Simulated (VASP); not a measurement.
# SiO2 in VASP: settings compared

Aim: see how the results for SiO2 move with the level of theory and the settings. Levels: PBE, r2SCAN. Tasks: single point.

Everything below comes from runs of VASP 6.6.1. Logs are shortened: lines on timing, memory, paths and dates and some standing lists are left out, and cuts for length are marked.

### Step 1. The cell of the first run

It takes space group Fm-3m (No. 225, cubic). Conventional cell: a = 4.528 Å, b = 4.528 Å, c = 4.528 Å, α = 90.00°, β = 90.00°, γ = 90.00°. Si (site symmetry m-3m) has 8 O at 1.96 Å within 2.6 Å. Within 2.6 Å of O (site symmetry -43m) lie 4 Si at 1.96 Å and 6 O at 2.26 Å.

### Step 2. Single point, PBE

INCAR

```
  PREC = Accurate
  ENCUT = 520
  EDIFF = 1E-6
  ISMEAR = -1
  SIGMA = 0.02
  LREAL = False
  LASPH = True
  NELM = 100
  ALGO = Normal
  ISIF = 2
  LWAVE = False
  LCHARG = False
  GGA = PE
  NBANDS = 15
```

KPOINTS

```
Automatic mesh
0
Gamma
  10 10 10
```

POSCAR

```
SiO2
1.0
    0.0000000000      2.2641691178      2.2641691178
    2.2641691178      0.0000000000      2.2641691178
    2.2641691178      2.2641691178      0.0000000000
Si O
1 2
Direct
    0.0000000000      0.0000000000      0.0000000000
    0.2500000000      0.2500000000      0.2500000000
    0.7500000000      0.7500000000      0.7500000000
```

Potentials or basis: VASP PAW PBE potentials, release 64 (Si, O).

Command:

```
> cat potpaw_PBE.64/Si/POTCAR potpaw_PBE.64/O/POTCAR > POTCAR
> mpirun -np 1 vasp_std > vasp.out
```

OUTCAR:

```text
PREC = Accurate
   ENCUT = 520
   EDIFF = 1E-6
   ISMEAR = -1
   LREAL = False
   LASPH = True
   NELM = 100
   ISIF = 2
   GGA = PE

 ion  position               nearest neighbor table
   1  0.000  0.000  0.000-   3 1.96   3 1.96   3 1.96   2 1.96   3 1.96   2 1.96   2 1.96   2 1.96

   2  0.250  0.250  0.250-   1 1.96   1 1.96   1 1.96   1 1.96
   3  0.750  0.750  0.750-   1 1.96   1 1.96   1 1.96   1 1.96

  LATTYP: Found a face centered cubic cell.
 ALAT       =     4.5283382356

  Lattice vectors:

 A1 = (   0.0000000000,   2.2641691178,   2.2641691178)
 A2 = (   2.2641691178,   0.0000000000,   2.2641691178)
 A3 = (   2.2641691178,   2.2641691178,   0.0000000000)

Analysis of symmetry for initial positions (statically):
=====================================================================
 Subroutine PRICEL returns:
 Original cell was already a primitive cell.

 Routine SETGRP: Setting up the symmetry group for a
 face centered cubic supercell.

 Subroutine GETGRP returns: Found 48 space group operations
 (whereof 48 operations were pure point group operations)
 out of a pool of 48 trial point group operations.

The static configuration has the point symmetry O_h .

Analysis of symmetry for dynamics (positions and initial velocities):
=====================================================================
 Subroutine PRICEL returns:
 Original cell was already a primitive cell.

 Routine SETGRP: Setting up the symmetry group for a
 face centered cubic supercell.

 Subroutine GETGRP returns: Found 48 space group operations
 (whereof 48 operations were pure point group operations)
 out of a pool of 48 trial point group operations.

The dynamic configuration has the point symmetry O_h .

 Subroutine INISYM returns: Found 48 space group operations
 (whereof 48 operations are pure point group operations),
 and found     1 'primitive' translations

----------------------------------------------------------------------------------------

                                     Primitive cell

  volume of cell :      23.2144

  direct lattice vectors                    reciprocal lattice vectors
     0.000000000  2.264169118  2.264169118    -0.220831561  0.220831561  0.220831561
     2.264169118  0.000000000  2.264169118     0.220831561 -0.220831561  0.220831561
     2.264169118  2.264169118  0.000000000     0.220831561  0.220831561 -0.220831561

  length of vectors
     3.202018674  3.202018674  3.202018674     0.382491483  0.382491483  0.382491483

  position of ions in fractional coordinates (direct lattice)
     0.000000000  0.000000000  0.000000000
     0.250000000  0.250000000  0.250000000
     0.750000000  0.750000000  0.750000000

  ion indices of the primitive-cell ions
   primitive index   ion index
                 1           1
                 2           2
                 3           3

----------------------------------------------------------------------------------------

 KPOINTS: Automatic mesh

Automatic generation of k-mesh.
 Grid dimensions read from file:
 generate k-points for:   10   10   10

 Generating k-lattice:

  Cartesian coordinates                     Fractional coordinates (reciprocal lattice)
    -0.022083156  0.022083156  0.022083156     0.100000000  0.000000000  0.000000000
     0.022083156 -0.022083156  0.022083156     0.000000000  0.100000000  0.000000000
     0.022083156  0.022083156 -0.022083156     0.000000000  0.000000000  0.100000000

  Length of vectors
     0.038249148  0.038249148  0.038249148

  Shift w.r.t. Gamma in fractional coordinates (k-lattice)
     0.000000000  0.000000000  0.000000000

 Subroutine IBZKPT returns following result:
 ===========================================

 Found     47 irreducible k-points:

 Following reciprocal coordinates:
            Coordinates               Weight
  0.000000  0.000000  0.000000      1.000000
  0.100000  0.000000  0.000000      8.000000
  0.200000  0.000000  0.000000      8.000000
  0.300000  0.000000  0.000000      8.000000
  0.400000  0.000000  0.000000      8.000000
  0.500000  0.000000  0.000000      4.000000
[... 16 lines left out ...]
  0.300000  0.300000  0.000000      6.000000
  0.400000  0.300000  0.000000     24.000000
 [... further k-points ...]
   k-points           NKPTS =     47   k-points in BZ     NKDIM =     47   number of bands    NBANDS=     15
   number of dos      NEDOS =    301   number of ions     NIONS =      3
   total plane-waves  NPLWV =  13824
   dimension x,y,z NGX =    24 NGY =   24 NGZ =   24
   dimension x,y,z NGXF=    48 NGYF=   48 NGZF=   48
   ions per type =               1   2
   NGX,Y,Z   is equivalent  to a cutoff of  12.46, 12.46, 12.46 a.u.
   NGXF,Y,Z  is equivalent  to a cutoff of  24.92, 24.92, 24.92 a.u.
 SYSTEM =  unknown system
   PREC   = accura    normal or accurate (medium, high low for compatibility)
   ISTART =      0    job   : 0-new  1-cont  2-samecut
   ICHARG =      2    charge: 1-file 2-atom 10-const
   ISPIN  =      1    spin polarized calculation?
   LNONCOLLINEAR =      F non collinear calculations
   LSORBIT =      F    spin-orbit coupling
   LASPH  =      T    aspherical Exc in radial PAW
   ENCUT  =  520.0 eV  38.22 Ry    6.18 a.u.   5.95  5.95  5.95*2*pi/ulx,y,z
   NELM   =    100;   NELMIN=  2; NELMDL= -5     # of ELM steps
   EDIFF  = 0.1E-05   stopping-criterion for ELM
   LREAL  =      F    real-space projection
   EDIFFG = 0.1E-04   stopping-criterion for IOM
   NSW    =      0    number of steps for IOM
   IBRION =     -1    ionic relax: 0-MD 1-quasi-New 2-CG
   NFREE  =      0    steps in history (QN), initial steepest desc. (CG)
   ISIF   =      2    stress and relaxation
   ISYM   =      2    0-nonsym 1-usesym 2-fastsym
   POTIM  = 0.5000    time-step for ionic-motion
   TEBEG  =    0.0;   TEEND  =   0.0 temperature during run
   PSTRESS=    0.0 pullay stress
   NELECT =      16.0000    total number of electrons
   NUPDOWN=      -1.0000    fix difference up-down
   EMIN   =  10.00;   EMAX   =-10.00  energy-range for DOS
   EFERMI =   0.00;   METHOD = LEGACY
   ISMEAR =    -1;   SIGMA  =   0.02  broadening in eV -4-tet -1-fermi 0-gaus
   EFERMI_NEDOS =   21; number of points for ismear=-14 and -15
   IALGO  =     38    algorithm
   IMIX   =      4    mixing-type and parameters
     AMIX     =   0.40;   BMIX     =  1.00
     AMIX_MAG =   1.60;   BMIX_MAG =  1.00
  volume/ion in A,a.u.               =       7.74        52.22
  Fermi-wavevector in a.u.,A,eV,Ry     =   1.446092  2.732718 28.452265  2.091182
  Thomas-Fermi vector in A             =   2.564200
   LORBIT       =      0    0 simple, 1 ext, 2 COOP (PROOUT), +10 PAW based schemes
   GGA     = PE    functional components
   LHFCALC =     F    Hartree Fock is set to
   AEXX    =    0.0000 exact exchange contribution
   IVDW    =     0    specifies the selected vdW correction
   LEPSILON=     F    determine dielectric tensor
   LRPA    =     F    only Hartree local field effects (RPA)
 non-spin polarized calculation
  energy-cutoff  :      520.00
  volume of cell :       23.21
 maximum number of plane-waves:       636
   NGX = 11   NGY = 11   NGZ = 11

 number of electron      16.0000014 magnetization

 Free energy of the ion-electron system (eV)
  ---------------------------------------------------
  ext. energy  EPLUGINS =         0.00000000
  ---------------------------------------------------
  free energy    TOTEN  =       -19.90130984 eV

  energy without entropy =      -19.90130984  energy(sigma->0) =      -19.90130984

 E-fermi :  10.0207     XC(G=0): -12.4161

 val. band max:        9.6605928573   @ k =   0.5000   0.5000   0.0000
 cond. band min:      11.7168058781   @ k =   0.5000   0.5000   0.0000
 fundamental gap:      2.0562130208
 Fermi energy:        10.0207011701

 k-point     1 :       0.0000    0.0000    0.0000
  band No.  band energies     occupation
      1     -13.3289      2.00000
      2      -6.4176      2.00000
      3       3.8257      2.00000
      4       3.8257      2.00000
      5       3.8257      2.00000
      6       7.3852      2.00000
      7       7.3852      2.00000
      8       7.3852      2.00000
      9      11.8851      0.00000
     10      15.6032      0.00000
     11      15.6032      0.00000
     12      15.6032      0.00000
     13      22.0875      0.00000
     14      22.0875      0.00000
     15      24.4869      0.00000

 k-point     2 :       0.1000    0.0000    0.0000
  band No.  band energies     occupation
      1     -13.1848      2.00000
      2      -6.6077      2.00000
      3       3.7136      2.00000
      4       3.8334      2.00000
      5       3.8334      2.00000
      6       6.8563      2.00000
      7       7.1995      2.00000
      8       7.1995      2.00000
      9      12.5758      0.00000
     10      15.6964      0.00000
     11      15.8680      0.00000
     12      15.8680      0.00000
     13      22.3701      0.00000
     14      22.3701      0.00000
     15      25.0387      0.00000

 k-point     3 :       0.2000    0.0000    0.0000
  band No.  band energies     occupation
      1     -12.7592      2.00000
      2      -7.1565      2.00000
      3       3.3973      2.00000
      4       3.8764      2.00000
      5       3.8764      2.00000
      6       5.9225      2.00000
      7       6.7103      2.00000
      8       6.7103      2.00000
      9      13.8407      0.00000
     10      16.2394      0.00000
     11      16.6393      0.00000
     12      16.6393      0.00000
     13      23.0368      0.00000
     14      23.0368      0.00000
     15      26.1692      0.00000

 k-point     4 :       0.3000    0.0000    0.0000
  band No.  band energies     occupation
      1     -12.0764      2.00000
      2      -7.9983      2.00000
      3       2.9797      2.00000
      4       3.9962      2.00000
      5       3.9962      2.00000
      6       5.1630      2.00000
      7       6.0742      2.00000
      8       6.0742      2.00000
      9      14.8169      0.00000
     10      17.5009      0.00000
     11      17.8099      0.00000
     12      17.8099      0.00000
     13      23.6271      0.00000
     14      23.6271      0.00000
     15      26.6380      0.00000
[... 307 lines left out ...]
 k-point    22 :      -0.2000    0.2000    0.0000
  band No.  band energies     occupation
      1     -11.8718      2.00000
      2      -8.0630      2.00000
      3       1.4352      2.00000
      4       3.9803      2.00000
      5       4.5869      2.00000
      6       4.7632      2.00000
      7       5.2099      2.00000
      8       8.2851      2.00000
      9      14.6039      0.00000
     10      17.3541      0.00000
     11      17.3795      0.00000
     12      19.3232      0.00000
     13      22.3908      0.00000
     14      24.1726      0.00000
     15      28.1404      0.00000

 k-point    23 :       0.3000    0.3000    0.0000
  band No.  band energies     occupation
      1     -11.7740      2.00000
      2      -7.7785      2.00000
      3       0.9448      2.00000
      4       2.1197      2.00000
      5       2.1197      2.00000
      6       7.4815      2.00000
      7       8.2454      2.00000
      8       8.2454      2.00000
      9      12.5307      0.00000
     10      16.0302      0.00000
     11      19.8860      0.00000
     12      19.8860      0.00000
     13      22.6411      0.00000
     14      24.5380      0.00000
     15      30.1611      0.00000

 k-point    24 :       0.4000    0.3000    0.0000
  band No.  band energies     occupation
      1     -11.2461      2.00000
      2      -8.1607      2.00000
      3      -0.0864      2.00000
      4       1.9025      2.00000
      5       1.9431      2.00000
      6       8.0486      2.00000
      7       8.2351      2.00000
      8       8.3068      2.00000
      9      12.5611      0.00000
     10      16.9409      0.00000
     11      20.7785      0.00000
     12      20.8551      0.00000
     13      22.0655      0.00000
     14      25.2398      0.00000
     15      29.2172      0.00000

 [... further k-points ...]

------------------------ aborting loop because EDIFF is reached ----------------------------------------

  FORCE on cell =-STRESS in cart. coord.  units (eV):
  Direction    XX          YY          ZZ          XY          YZ          ZX
  --------------------------------------------------------------------------------------
  -------------------------------------------------------------------------------------
  Total        1.4983123      1.4983123      1.4983123     -0.0000000     -0.0000000      0.0000000
  in kB      103.4085252    103.4085252    103.4085252     -0.0000000     -0.0000000      0.0000000
  external PRESSURE =     103.4085252 kB  Pullay stress =       0.0000000 kB

 VOLUME and BASIS-vectors are now :
 -----------------------------------------------------------------------------
  energy-cutoff  :      520.00
  volume of cell :       23.21
      direct lattice vectors                 reciprocal lattice vectors
     0.000000000  2.264169118  2.264169118    -0.220831561  0.220831561  0.220831561
     2.264169118  0.000000000  2.264169118     0.220831561 -0.220831561  0.220831561
     2.264169118  2.264169118  0.000000000     0.220831561  0.220831561 -0.220831561

 POSITION                                       TOTAL-FORCE (eV/Angst)
 -----------------------------------------------------------------------------------
      0.00000      0.00000      0.00000        -0.000000     -0.000000     -0.000000
      1.13208      1.13208      1.13208         0.000000      0.000000      0.000000
      3.39625      3.39625      3.39625        -0.000000     -0.000000     -0.000000
 -----------------------------------------------------------------------------------
    total drift:                                0.000000      0.000000      0.000000

  FREE ENERGIE OF THE ION-ELECTRON SYSTEM (eV)
  ---------------------------------------------------
  free  energy   TOTEN  =       -19.9013098386 eV

  energy  without entropy=      -19.9013098385  energy(sigma->0) =      -19.90130984
```

Run time: 8.8 s. Hardware: 1 thread of Intel Xeon 6975P-C, shared host; peak memory 0.14 GiB.

What came out:

- Free energy: -19.9013 eV
- Pressure: 10.3 GPa
- Band gap on the k mesh: 2.06 eV, direct

### Step 3. Single point, PBE (strain +2.0%)

INCAR

```
PREC = Accurate
ENCUT = 520
EDIFF = 1E-6
ISMEAR = -1
SIGMA = 0.02
LREAL = F
LASPH = T
NELM = 100
ALGO = Normal
ISIF = 2
LWAVE = F
LCHARG = T
GGA = PE
LELF = T
LVHAR = T
NBANDS = 15
```

KPOINTS is that of step 2.

POSCAR

```
SiO2
1.0
    0.0000000000      2.3094525001      2.3094525001
    2.3094525001      0.0000000000      2.3094525001
    2.3094525001      2.3094525001      0.0000000000
Si O
1 2
Direct
    0.0000000000      0.0000000000      0.0000000000
    0.2500000000      0.2500000000      0.2500000000
    0.7500000000      0.7500000000      0.7500000000
```

Potentials or basis: VASP PAW PBE potentials, release 64 (Si, O).

Command:

```
> cat potpaw_PBE.64/Si/POTCAR potpaw_PBE.64/O/POTCAR > POTCAR
> mpirun -np 1 vasp_std > vasp.out
```

Run time: 8.2 s. Hardware: 1 thread of Intel Xeon 6975P-C, shared host; peak memory 0.14 GiB.

The run converged. Its results:

```
Free energy            : -19.9199 eV
Pressure               : -5.9 GPa
Band gap on the k mesh : 1.43 eV, indirect (least direct gap 1.98 eV)
```

Levels at points of the mesh, in eV from the valence-band top:
| k point | band 6 | band 7 | band 8 | band 9 | band 10 | band 11 |
| --- | --- | --- | --- | --- | --- | --- |
| (0.00, 0.00, 0.00) | -2.14 | -2.14 | -2.14 | 1.43 | 5.81 | 5.81 |
| (0.50, 0.00, 0.00) | -4.87 | -4.16 | -4.16 | 5.45 | 9.43 | 9.60 |
| (0.50, 0.50, 0.00) | -0.91 | -0.91 | 0.00 | 1.98 | 7.60 | 10.83 |

Caveat: the cell differs from its parent crystal (strain +2.0%).

### Step 4. Single point, r2SCAN

POSCAR

```
SiO2
1.0
    0.0000000000      2.2641691178      2.2641691178
    2.2641691178      0.0000000000      2.2641691178
    2.2641691178      2.2641691178      0.0000000000
Si O
1 2
Direct
    0.0000000000      0.0000000000      0.0000000000
    0.2500000000      0.2500000000      0.2500000000
    0.7500000000      0.7500000000      0.7500000000
```

INCAR.step1

```
SYSTEM = SiO2
PREC = Accurate ; ENCUT = 520
ISMEAR = 0 ; SIGMA = 0.01
LREAL = .FALSE. ; LASPH = .TRUE.
NELM = 80 ; NBANDS = 15
GGA = PE ; ALGO = Normal
EDIFF = 1E-4 ; LWAVE = .TRUE.
LCHARG = .FALSE.
```

INCAR.step2

```
SYSTEM = SiO2
PREC = Accurate ; ENCUT = 520
EDIFF = 1E-6 ; ISMEAR = 0
SIGMA = 0.01 ; LREAL = .FALSE.
LASPH = .TRUE. ; NELM = 80
ALGO = Normal ; ISIF = 2
LWAVE = .FALSE. ; LCHARG = .TRUE.
METAGGA = R2SCAN ; LMIXTAU = .TRUE.
LELF = .TRUE. ; LVHAR = .TRUE.
NBANDS = 15 ; ISTART = 1
```

KPOINTS

```
Automatic mesh
0
G
  10 10 10
  0 0 0
```

Command:

```
> cat potpaw_PBE.64/Si/POTCAR potpaw_PBE.64/O/POTCAR > POTCAR
> cp INCAR.step1 INCAR
> mpirun -np 1 vasp_std > vasp.out
> cp INCAR.step2 INCAR
> mpirun -np 1 vasp_std > vasp.out
```

Wall time 29 s (1 thread of Intel Xeon 6975P-C, shared host); peak memory 0.14 GiB.

Results (log left out):

```
Free energy            : -25.7797 eV
Pressure               : 0.6 GPa
Band gap on the k mesh : 2.68 eV, direct
```

Levels at points of the mesh, in eV from the valence-band top:
| k point | band 5 | band 6 | band 7 | band 8 | band 9 | band 10 | band 11 | band 12 |
| --- | --- | --- | --- | --- | --- | --- | --- | --- |
| (0.00, 0.00, 0.00) | -6.05 | -2.37 | -2.37 | -2.37 | 2.92 | 6.69 | 6.69 | 6.69 |
| (0.50, 0.00, 0.00) | -5.42 | -5.26 | -4.66 | -4.66 | 6.86 | 10.58 | 11.07 | 11.07 |
| (0.50, 0.50, 0.00) | -8.42 | -1.05 | -1.05 | 0.00 | 2.68 | 9.15 | 12.09 | 13.92 |

Caveat: the PAW data sets were made with another functional, which shifts forces and pressure a little. r2SCAN opens gaps a little over a GGA but as a rule still falls short of measured ones.

(Part 1 of 2 ends here.)
